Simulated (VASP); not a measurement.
# CoO (Fm-3m) in VASP: further runs

The runs below take CoO through single point, with PBE.

Everything below comes from runs of VASP 6.6.1. Logs are shortened: lines on timing, memory, paths and dates and some standing lists are left out, and cuts for length are marked.

## Step 1: The cell of the first run

Symmetry: Fm-3m, No. 225, cubic system. Conventional cell: a = 4.248 Å, b = 4.248 Å, c = 4.248 Å, α = 90.00°, β = 90.00°, γ = 90.00°. Within 2.8 Å of Co (site symmetry m-3m) lie 6 O at 2.12 Å. O (site symmetry m-3m) has 6 Co at 2.12 Å within 2.8 Å.

## Step 2: Single point, PBE, collinear spin, ferromagnetic start

The input, INCAR:

```
SYSTEM = CoO
PREC = Accurate ; ENCUT = 520
EDIFF = 1E-6 ; ISMEAR = 0
SIGMA = 0.1 ; LREAL = .False.
LASPH = .True. ; NELM = 150
ALGO = Normal ; ISIF = 2
LWAVE = .False. ; LCHARG = .False.
ISPIN = 2 ; MAGMOM = 2.73 0.34
LORBIT = 11 ; LMAXMIX = 4
GGA = PE ; NBANDS = 18
```

The input, KPOINTS:

```
regular mesh
0
Gamma
  16 16 16
  0 0 0
```

The input, POSCAR:

```
CoO
1.0
    0.0000000000      2.1241565506      2.1241565506
    2.1241565506      0.0000000000      2.1241565506
    2.1241565506      2.1241565506      0.0000000000
Co O
1 1
Direct
    0.0000000000      0.0000000000      0.0000000000
    0.5000000000      0.5000000000      0.5000000000
```

Potentials or basis: VASP PAW PBE potentials, release 64 (Co, O).

Started as:

```bash
$ cat potpaw_PBE.64/Co/POTCAR potpaw_PBE.64/O/POTCAR > POTCAR
$ mpirun -np 1 vasp_std > vasp.out
```

OUTCAR:

```text
SYSTEM = CoO
   PREC = Accurate
   ENCUT = 520
   EDIFF = 1E-6
   ISMEAR = 0
   LREAL = .False.
   LASPH = .True.
   NELM = 150
   ISIF = 2
   ISPIN = 2
   LORBIT = 11
   GGA = PE

 ion  position               nearest neighbor table
   1  0.000  0.000  0.000-   2 2.12   2 2.12   2 2.12   2 2.12   2 2.12   2 2.12
   2  0.500  0.500  0.500-   1 2.12   1 2.12   1 2.12   1 2.12   1 2.12   1 2.12

  LATTYP: Found a face centered cubic cell.
 ALAT       =     4.2483131012

  Lattice vectors:

 A1 = (   0.0000000000,   2.1241565506,   2.1241565506)
 A2 = (   2.1241565506,   0.0000000000,   2.1241565506)
 A3 = (   2.1241565506,   2.1241565506,   0.0000000000)

Analysis of symmetry for initial positions (statically):
=====================================================================
 Subroutine PRICEL returns:
 Original cell was already a primitive cell.

 Routine SETGRP: Setting up the symmetry group for a
 face centered cubic supercell.

 Subroutine GETGRP returns: Found 48 space group operations
 (whereof 48 operations were pure point group operations)
 out of a pool of 48 trial point group operations.

The static configuration has the point symmetry O_h .

Analysis of symmetry for dynamics (positions and initial velocities):
=====================================================================
 Subroutine PRICEL returns:
 Original cell was already a primitive cell.

 Routine SETGRP: Setting up the symmetry group for a
 face centered cubic supercell.

 Subroutine GETGRP returns: Found 48 space group operations
 (whereof 48 operations were pure point group operations)
 out of a pool of 48 trial point group operations.

The dynamic configuration has the point symmetry O_h .

Analysis of structural, dynamic, and magnetic symmetry:
=====================================================================
 Subroutine PRICEL returns:
 Original cell was already a primitive cell.

 Routine SETGRP: Setting up the symmetry group for a
 face centered cubic supercell.

 Subroutine GETGRP returns: Found 48 space group operations
 (whereof 48 operations were pure point group operations)
 out of a pool of 48 trial point group operations.

The overall configuration has the point symmetry O_h .

 Subroutine INISYM returns: Found 48 space group operations
 (whereof 48 operations are pure point group operations),
 and found     1 'primitive' translations

----------------------------------------------------------------------------------------

                                     Primitive cell

  volume of cell :      19.1686

  direct lattice vectors                    reciprocal lattice vectors
     0.000000000  2.124156551  2.124156551    -0.235387547  0.235387547  0.235387547
     2.124156551  0.000000000  2.124156551     0.235387547 -0.235387547  0.235387547
     2.124156551  2.124156551  0.000000000     0.235387547  0.235387547 -0.235387547

  length of vectors
     3.004011002  3.004011002  3.004011002     0.407703191  0.407703191  0.407703191

  position of ions in fractional coordinates (direct lattice)
     0.000000000  0.000000000  0.000000000
     0.500000000  0.500000000  0.500000000

  ion indices of the primitive-cell ions
   primitive index   ion index
                 1           1
                 2           2

----------------------------------------------------------------------------------------

 KPOINTS: regular mesh

Automatic generation of k-mesh.
 Grid dimensions read from file:
 generate k-points for:   16   16   16

 Generating k-lattice:

  Cartesian coordinates                     Fractional coordinates (reciprocal lattice)
    -0.014711722  0.014711722  0.014711722     0.062500000  0.000000000  0.000000000
     0.014711722 -0.014711722  0.014711722     0.000000000  0.062500000  0.000000000
     0.014711722  0.014711722 -0.014711722     0.000000000  0.000000000  0.062500000

  Length of vectors
     0.025481449  0.025481449  0.025481449

  Shift w.r.t. Gamma in fractional coordinates (k-lattice)
     0.000000000  0.000000000  0.000000000

 Subroutine IBZKPT returns following result:
 ===========================================

 Found    145 irreducible k-points:

 Following reciprocal coordinates:
            Coordinates               Weight
  0.000000  0.000000  0.000000      1.000000
  0.062500  0.000000  0.000000      8.000000
  0.125000  0.000000  0.000000      8.000000
  0.187500  0.000000  0.000000      8.000000
  0.250000  0.000000  0.000000      8.000000
  0.312500  0.000000  0.000000      8.000000
[... 16 lines left out ...]
 -0.125000  0.062500  0.000000     24.000000
 -0.062500  0.062500  0.000000     12.000000
 [... further k-points ...]
   k-points           NKPTS =    145   k-points in BZ     NKDIM =    145   number of bands    NBANDS=     18
   number of dos      NEDOS =    301   number of ions     NIONS =      2
   total plane-waves  NPLWV =  13824
   dimension x,y,z NGX =    24 NGY =   24 NGZ =   24
   dimension x,y,z NGXF=    48 NGYF=   48 NGZF=   48
   ions per type =               1   1
   NGX,Y,Z   is equivalent  to a cutoff of  13.28, 13.28, 13.28 a.u.
   NGXF,Y,Z  is equivalent  to a cutoff of  26.56, 26.56, 26.56 a.u.
 SYSTEM =  CoO
   PREC   = accura    normal or accurate (medium, high low for compatibility)
   ISTART =      0    job   : 0-new  1-cont  2-samecut
   ICHARG =      2    charge: 1-file 2-atom 10-const
   ISPIN  =      2    spin polarized calculation?
   LNONCOLLINEAR =      F non collinear calculations
   LSORBIT =      F    spin-orbit coupling
   LASPH  =      T    aspherical Exc in radial PAW
   ENCUT  =  520.0 eV  38.22 Ry    6.18 a.u.   5.59  5.59  5.59*2*pi/ulx,y,z
   NELM   =    150;   NELMIN=  2; NELMDL= -5     # of ELM steps
   EDIFF  = 0.1E-05   stopping-criterion for ELM
   LREAL  =      F    real-space projection
   EDIFFG = 0.1E-04   stopping-criterion for IOM
   NSW    =      0    number of steps for IOM
   IBRION =     -1    ionic relax: 0-MD 1-quasi-New 2-CG
   NFREE  =      0    steps in history (QN), initial steepest desc. (CG)
   ISIF   =      2    stress and relaxation
   ISYM   =      2    0-nonsym 1-usesym 2-fastsym
   POTIM  = 0.5000    time-step for ionic-motion
   TEBEG  =    0.0;   TEEND  =   0.0 temperature during run
   PSTRESS=    0.0 pullay stress
   NELECT =      15.0000    total number of electrons
   NUPDOWN=      -1.0000    fix difference up-down
   EMIN   =  10.00;   EMAX   =-10.00  energy-range for DOS
   EFERMI =   0.00;   METHOD = LEGACY
   ISMEAR =     0;   SIGMA  =   0.10  broadening in eV -4-tet -1-fermi 0-gaus
   EFERMI_NEDOS =   21; number of points for ismear=-14 and -15
   IALGO  =     38    algorithm
   IMIX   =      4    mixing-type and parameters
     AMIX     =   0.40;   BMIX     =  1.00
     AMIX_MAG =   1.60;   BMIX_MAG =  1.00
  volume/ion in A,a.u.               =       9.58        64.68
  Fermi-wavevector in a.u.,A,eV,Ry     =   1.508604  2.850849 30.965330  2.275888
  Thomas-Fermi vector in A             =   2.619037
   LORBIT       =     11    0 simple, 1 ext, 2 COOP (PROOUT), +10 PAW based schemes
   GGA     = PE    functional components
   LHFCALC =     F    Hartree Fock is set to
   AEXX    =    0.0000 exact exchange contribution
   IVDW    =     0    specifies the selected vdW correction
   LEPSILON=     F    determine dielectric tensor
   LRPA    =     F    only Hartree local field effects (RPA)
 spin polarized calculation
 Gauss-broadening in eV      SIGMA  =   0.10
  energy-cutoff  :      520.00
  volume of cell :       19.17
 maximum number of plane-waves:       534
   NGX = 11   NGY = 11   NGZ = 11

 number of electron      15.0000006 magnetization       2.8923756

 Free energy of the ion-electron system (eV)
  ---------------------------------------------------
  ext. energy  EPLUGINS =         0.00000000
  ---------------------------------------------------
  free energy    TOTEN  =       -13.05640530 eV

  energy without entropy =      -13.03459978  energy(sigma->0) =      -13.04550254

 E-fermi :   8.0170     XC(G=0): -12.4549

 val. band max:        8.0166369620   @ k =  -0.2500   0.2500   0.0000
 cond. band min:       8.0171386603   @ k =   0.5000   0.2500   0.0000
 fundamental gap:      0.0005016983
 Fermi energy:         8.0170026901

 spin component 1

 k-point     1 :       0.0000    0.0000    0.0000
  band No.  band energies     occupation
      1     -12.2414      1.00000
      2       4.7557      1.00000
      3       4.7557      1.00000
      4       4.8728      1.00000
      5       4.8728      1.00000
      6       4.8728      1.00000
[... 10 lines left out ...]
     17      29.6279      0.00000
     18      33.0597      0.00000

 k-point     2 :       0.0625    0.0000    0.0000
  band No.  band energies     occupation
      1     -12.2002      1.00000
      2       4.2387      1.00000
      3       4.2388      1.00000
      4       4.3432      1.00000
      5       4.9510      1.00000
      6       4.9510      1.00000
[... 10 lines left out ...]
     17      30.1770      0.00000
     18      33.7624      0.00000

 k-point     3 :       0.1250    0.0000    0.0000
  band No.  band energies     occupation
      1     -12.0807      1.00000
      2       3.5411      1.00000
      3       3.6952      1.00000
      4       3.6953      1.00000
      5       5.0284      1.00000
      6       5.0284      1.00000
[... 412 lines left out ...]
 k-point    23 :      -0.1250    0.0625    0.0000
  band No.  band energies     occupation
      1     -11.9927      1.00000
      2       2.9870      1.00000
      3       3.3027      1.00000
      4       3.8169      1.00000
      5       5.0459      1.00000
      6       5.0582      1.00000
[... 10 lines left out ...]
     17      32.7848      0.00000
     18      35.0687      0.00000

 k-point    24 :      -0.0625    0.0625    0.0000
  band No.  band energies     occupation
      1     -12.1333      1.00000
      2       3.7060      1.00000
      3       3.7668      1.00000
      4       4.2954      1.00000
      5       4.9315      1.00000
      6       4.9918      1.00000
[... 10 lines left out ...]
     17      31.2153      0.00000
     18      33.9550      0.00000

 [... further k-points ...]

 spin component 2

 k-point     1 :       0.0000    0.0000    0.0000
  band No.  band energies     occupation
      1     -11.7444      1.00000
      2       5.4279      1.00000
      3       5.4279      1.00000
      4       5.4279      1.00000
      5       6.9029      1.00000
      6       6.9029      1.00000
[... 10 lines left out ...]
     17      30.5850      0.00000
     18      33.8756      0.00000

 k-point     2 :       0.0625    0.0000    0.0000
  band No.  band energies     occupation
      1     -11.7022      1.00000
      2       5.0516      1.00000
      3       5.2747      1.00000
      4       5.2747      1.00000
      5       6.9579      1.00000
      6       6.9579      1.00000
[... 10 lines left out ...]
     17      31.0542      0.00000
     18      34.6065      0.00000

 k-point     3 :       0.1250    0.0000    0.0000
  band No.  band energies     occupation
      1     -11.5795      1.00000
      2       4.2360      1.00000
      3       4.9208      1.00000
      4       4.9209      1.00000
      5       7.0825      1.00000
      6       7.0825      1.00000
[... 412 lines left out ...]
 k-point    23 :      -0.1250    0.0625    0.0000
  band No.  band energies     occupation
      1     -11.4889      1.00000
      2       3.7705      1.00000
      3       4.6589      1.00000
      4       4.7919      1.00000
      5       7.0505      1.00000
      6       7.2447      1.00000
[... 10 lines left out ...]
     17      33.4543      0.00000
     18      35.9164      0.00000

 k-point    24 :      -0.0625    0.0625    0.0000
  band No.  band energies     occupation
      1     -11.6335      1.00000
      2       4.5492      1.00000
      3       5.0267      1.00000
      4       5.1322      1.00000
      5       6.9575      1.00000
      6       7.0952      1.00000
[... 10 lines left out ...]
     17      32.0368      0.00000
     18      34.7901      0.00000

 [... further k-points ...]

------------------------ aborting loop because EDIFF is reached ----------------------------------------

  FORCE on cell =-STRESS in cart. coord.  units (eV):
  Direction    XX          YY          ZZ          XY          YZ          ZX
  --------------------------------------------------------------------------------------
  -------------------------------------------------------------------------------------
  Total       -0.0656091     -0.0656091     -0.0656091      0.0000000      0.0000000      0.0000000
  in kB       -5.4838431     -5.4838431     -5.4838431      0.0000000      0.0000000      0.0000000
  external PRESSURE =      -5.4838431 kB  Pullay stress =       0.0000000 kB

 VOLUME and BASIS-vectors are now :
 -----------------------------------------------------------------------------
  energy-cutoff  :      520.00
  volume of cell :       19.17
      direct lattice vectors                 reciprocal lattice vectors
     0.000000000  2.124156551  2.124156551    -0.235387547  0.235387547  0.235387547
     2.124156551  0.000000000  2.124156551     0.235387547 -0.235387547  0.235387547
     2.124156551  2.124156551  0.000000000     0.235387547  0.235387547 -0.235387547

 POSITION                                       TOTAL-FORCE (eV/Angst)
 -----------------------------------------------------------------------------------
      0.00000      0.00000      0.00000         0.000000     -0.000000     -0.000000
      2.12416      2.12416      2.12416        -0.000000      0.000000      0.000000
 -----------------------------------------------------------------------------------
    total drift:                                0.000000     -0.000000     -0.000000

  FREE ENERGIE OF THE ION-ELECTRON SYSTEM (eV)
  ---------------------------------------------------
  free  energy   TOTEN  =       -13.0564053010 eV

  energy  without entropy=      -13.0345997804  energy(sigma->0) =      -13.04550254

 total charge

# of ion       s       p       d       tot
------------------------------------------
    1        0.296   0.361   7.149   7.807
    2        1.556   3.427   0.000   4.983
--------------------------------------------------
tot          1.852   3.788   7.149  12.790

 magnetization (x)

# of ion       s       p       d       tot
------------------------------------------
    1        0.021   0.018   2.509   2.547
    2        0.029   0.266   0.000   0.295
--------------------------------------------------
tot          0.049   0.284   2.509   2.842
```

It took 36 s on 1 thread of Intel Xeon 6975P-C (Granite Rapids), shared host; peak memory 0.2 GiB.

What came out:

```
Free energy                                           : -13.0564 eV
Pressure                                              : -0.5 GPa
Net moment                                            : 2.89 μB per cell
Site moments                                          : Co +2.55; O +0.29 μB
Valence electrons inside the program's atomic spheres : Co 7.81; O 4.98
```

Levels at points of the mesh, in eV from the Fermi level:
Spin up:
| k point | band 5 | band 6 | band 7 | band 8 | band 9 | band 10 | band 11 | band 12 | band 13 | band 14 |
| --- | --- | --- | --- | --- | --- | --- | --- | --- | --- | --- |
| (0.00, 0.00, 0.00) | -3.14 | -3.14 | -3.07 | -3.07 | -3.07 | 1.05 | 16.89 | 18.21 | 18.21 | 18.21 |
| (0.50, 0.00, 0.00) | -2.34 | -2.34 | -1.79 | 0.13 | 0.13 | 5.10 | 9.42 | 13.50 | 13.50 | 20.58 |
| (0.50, 0.50, 0.00) | -3.94 | -2.91 | -2.40 | -2.05 | -2.05 | 5.93 | 9.88 | 11.73 | 15.85 | 15.85 |
Spin down:
| k point | band 2 | band 3 | band 4 | band 5 | band 6 | band 7 | band 8 | band 9 | band 10 | band 11 |
| --- | --- | --- | --- | --- | --- | --- | --- | --- | --- | --- |
| (0.00, 0.00, 0.00) | -2.59 | -2.59 | -2.59 | -1.11 | -1.11 | -1.11 | 0.05 | 0.05 | 1.58 | 16.80 |
| (0.50, 0.00, 0.00) | -7.63 | -4.67 | -4.67 | -0.13 | -0.13 | 0.18 | 2.72 | 2.72 | 5.38 | 10.20 |
| (0.50, 0.50, 0.00) | -6.44 | -3.85 | -3.85 | -2.25 | 0.12 | 0.12 | 0.53 | 1.00 | 6.78 | 10.34 |

Caveat: a cell with one magnetic atom can't hold antiferromagnetic order, which such compounds often take; semilocal functionals often make such compounds metallic where correlation or magnetic order opens a gap, which also shifts bond lengths. With open d or f shells a metallic result of PBE can be an artefact of self-interaction; +U or a hybrid may open a gap.

## Step 3: Single point, PBE, collinear spin, ferromagnetic start

The input, INCAR:

```
  ALGO = Normal
  EDIFF = 1E-7
  ENCUT = 520
  GGA = PE
  ISIF = 2
  ISMEAR = 0
  ISPIN = 2
  LASPH = T
  LCHARG = F
  LMAXMIX = 4
  LORBIT = 11
  LREAL = F
  LWAVE = F
  MAGMOM = 2.74 0.35
  NBANDS = 18
  NELM = 150
  PREC = Accurate
  SIGMA = 0.1
```

The input, KPOINTS:

```
k-points
0
Gamma
  16 16 16
```

POSCAR is that of step 2.

Potentials or basis: VASP PAW PBE potentials, release 64 (Co, O).

Started as:

```bash
$ cat potpaw_PBE.64/Co/POTCAR potpaw_PBE.64/O/POTCAR > POTCAR
$ mpirun -np 1 vasp_std > vasp.out
```

Wall time 41 s (1 thread of Intel Xeon 6975P-C (Granite Rapids), shared host); peak memory 0.2 GiB.

It converged, with:

```yaml
Free_energy: -13.0564 eV
Pressure: -0.6 GPa
Net_moment: 2.89 μB per cell
Site_moments: Co +2.55; O +0.29 μB
Valence_electrons_inside_the_program's_atomic_spheres: Co 7.81; O 4.98
```

Levels at points of the mesh, in eV from the Fermi level:
Spin up:
| k point | band 5 | band 6 | band 7 | band 8 | band 9 | band 10 | band 11 | band 12 | band 13 | band 14 |
| --- | --- | --- | --- | --- | --- | --- | --- | --- | --- | --- |
| (0.00, 0.00, 0.00) | -3.14 | -3.14 | -3.07 | -3.07 | -3.07 | 1.05 | 16.89 | 18.21 | 18.21 | 18.21 |
| (0.50, 0.00, 0.00) | -2.34 | -2.34 | -1.79 | 0.13 | 0.13 | 5.10 | 9.42 | 13.50 | 13.50 | 20.58 |
| (0.50, 0.50, 0.00) | -3.94 | -2.91 | -2.40 | -2.05 | -2.05 | 5.93 | 9.88 | 11.73 | 15.85 | 15.85 |
Spin down:
```
           k point  band 3  band 4  band 5  band 6  band 7  band 8  band 9  band 10
(0.00, 0.00, 0.00)   -2.59   -2.59   -1.11   -1.11   -1.11    0.05    0.05     1.58
(0.50, 0.00, 0.00)   -4.67   -4.67   -0.13   -0.13    0.18    2.72    2.72     5.38
(0.50, 0.50, 0.00)   -3.85   -3.85   -2.25    0.12    0.12    0.53    1.00     6.78
```

Caveat: a cell with one magnetic atom can't hold antiferromagnetic order, which such compounds often take; semilocal functionals often make such compounds metallic where correlation or magnetic order opens a gap, which also shifts bond lengths. With open d or f shells a metallic result of PBE can be an artefact of self-interaction; +U or a hybrid may open a gap.
